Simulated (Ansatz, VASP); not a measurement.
Two plane-wave programs on ZnSe

```
Zn Se
1.0
     0.00000    2.78390    2.78390
     2.78390    0.00000    2.78390
     2.78390    2.78390    0.00000
Zn Se
1 1
Direct
  0.00000 0.00000 0.00000
  0.25000 0.25000 0.25000
```

Alike in both runs: functional LDA; k mesh 11 × 11 × 11; occupations fermi-dirac, width 0.08 eV; no spin polarisation.

Ansatz relaxed the structure, and its values are those at the end. VASP's run is a single point on that final structure, the one shown.

```csv
,VASP,Ansatz
version,VASP 6.6.1,Ansatz 0.2.0
potentials or method,"VASP PAW LDA potentials, release 64 (Zn, Se)","PAW with Ansatz's default frozen-core files, scalar-relativistic"
plane-wave cutoff (eV),520,420
valence electrons in the cell,18,28
```

```tsv
	VASP	Ansatz	Ansatz less VASP
pressure (GPa)	0.4	0.0	-0.37
```

LDA's correlation is that of Perdew and Zunger in VASP and of Perdew and Wang (1992) in Ansatz. VASP's potentials hold 18 valence electrons a cell and Ansatz's 28, so a difference there can come from the potentials and not from the codes.
